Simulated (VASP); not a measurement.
Input of a VASP 6.6.1 run:

File INCAR:

```
SYSTEM = Rb
ALGO     = Normal         ! electronic algorithm
EDIFF    = 1E-6           ! SCF threshold, eV
ENCUT    = 520            ! plane-wave cutoff, eV
GGA      = CA             ! functional
ISIF     = 2              ! what is computed and relaxed
ISMEAR   = -1             ! smearing method
LASPH    = .TRUE.         ! aspherical terms in the spheres
LCHARG   = .TRUE.         ! write CHGCAR
LELF     = .TRUE.         ! ELF
LREAL    = .FALSE.        ! projectors in reciprocal space
LVHAR    = .TRUE.       
LWAVE    = .FALSE.        ! write WAVECAR
NBANDS   = 16             ! bands
NELM     = 60             ! most SCF steps
PREC     = Accurate       ! precision mode
SIGMA    = 0.1            ! smearing width, eV
```

KPOINTS

```
k-points
0
G
  7 7 4
  0 0 0
```

File POSCAR:

```
Rb
1.0
    5.0882070000      0.0000000000      0.0000000000
   -2.5441030000      4.4065170000      0.0000000000
    0.0000000000      0.0000000000      8.4420580000
Rb
2
Direct
    0.3333333333      0.6666666667      0.2500000000
    0.6666666667      0.3333333333      0.7500000000
```

Potentials or basis: VASP PAW LDA potentials, release 64 (Rb_sv).

Command:

```console
$ cat potpaw_LDA.64/Rb_sv/POTCAR > POTCAR
$ mpirun -np 1 vasp_std > vasp.out
```

Question: Estimate the band gap on the k mesh.

Answer: Zero (bands 9 and 10 overlap by 1.92 eV).

Question: Estimate the pressure.

Answer: -0.5 GPa.
